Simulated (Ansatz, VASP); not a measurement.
## One calculation of Re, two programs

```
Re
1.0
     2.77489    0.00000    0.00000
    -1.38744    2.40312    0.00000
     0.00000    0.00000    4.48413
Re
2
Cartesian
  0.0000 1.6021 1.1210
  1.3874 0.8010 3.3631
```

Alike in both runs: task relaxation of cell and atoms; functional PBE; dispersion D3(BJ); k mesh 18 × 18 × 10; occupations gaussian, width 0.1 eV; no spin polarisation.

|  | VASP | Ansatz |
| --- | --- | --- |
| version | VASP 6.6.1 | Ansatz 0.2.0 |
| potentials or method | VASP PAW PBE potentials, release 64 (Re), cutoff 600 eV | scalar-relativistic, plane waves, PAW |
| valence electrons in the cell | 14 | 30 |

Ansatz gave:

| Item | Value |
| --- | --- |
| gap on the k mesh at the Fermi level, each at its own relaxed structure (eV) | none |
| relaxed volume (Å³/atom) | 14.66 |
| relaxed cell length with the largest relative difference (Å) | 4.455 |

**Question.** Which values does VASP return?

**Answer.** gap on the k mesh at the Fermi level, each at its own relaxed structure (eV): none; relaxed volume (Å³/atom): 14.65; relaxed cell length with the largest relative difference (Å): 4.454.

A gap of «none» marks a metal or a gap that the smearing closes. VASP's potentials hold 14 valence electrons a cell and Ansatz's 30, so a difference there can come from the potentials and not from the codes.

Spin-orbit coupling is off throughout.
